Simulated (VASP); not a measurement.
A run of VASP 6.6.1 is set up as follows.

POSCAR

```
Nb2Sn
1.0
    3.3660269546      0.0000000000      0.0000000000
   -1.6830134773      2.9150648525      0.0000000000
    0.0000000000      0.0000000000      5.3488848266
Nb Sn
2 1
Direct
    0.3333333333      0.6666666667      0.2535635792
    0.6666666667      0.3333333333      0.7464364208
    0.0000000000      0.0000000000      0.0000000000
```

Contents of INCAR.step1:

```
SYSTEM = Nb2Sn
ALGO = Normal
EDIFF = 1E-4
ENCUT = 520
GGA = PE
ISMEAR = 0
LASPH = .True.
LCHARG = .False.
LREAL = .False.
LWAVE = .True.
NBANDS = 27
NELM = 80
PREC = Accurate
SIGMA = 0.1
```

INCAR.step2

```
SYSTEM = Nb2Sn
ALGO = Normal
EDIFF = 1E-6
ENCUT = 520
ISIF = 2
ISMEAR = 0
ISTART = 1
LASPH = .True.
LCHARG = .False.
LMIXTAU = .True.
LREAL = .False.
LWAVE = .False.
METAGGA = R2SCAN
NBANDS = 27
NELM = 80
PREC = Accurate
SIGMA = 0.1
```

Contents of KPOINTS:

```
k-points
0
Gamma
  6 6 4
  0 0 0
```

Potentials or basis: VASP PAW PBE potentials, release 64 (Nb_sv, Sn_d).

Launch:

```console
$ cat potpaw_PBE.64/Nb_sv/POTCAR potpaw_PBE.64/Sn_d/POTCAR > POTCAR
$ cp INCAR.step1 INCAR
$ mpirun -np 1 vasp_std > vasp.out
$ cp INCAR.step2 INCAR
$ mpirun -np 1 vasp_std > vasp.out
```

**Question.** Estimate the largest force.

**Answer.** 10.876 eV/Å.

**Question.** Estimate the pressure.

**Answer.** 75.2 GPa.

**Question.** Estimate the band gap on the k mesh.

**Answer.** Zero (band 20 reaches 12.50 eV, above the bottom of band 21 at 11.96 eV).

Forces in eV/Å, atoms in the order of the input:
```
Nb    0.000   0.000  10.876
Nb    0.000   0.000 -10.876
Sn    0.000   0.000   0.000
```

Caveat: the PAW data sets were made with another functional, which shifts forces and pressure a little; spin-orbit coupling is left out, which moves the levels of the heavy elements.
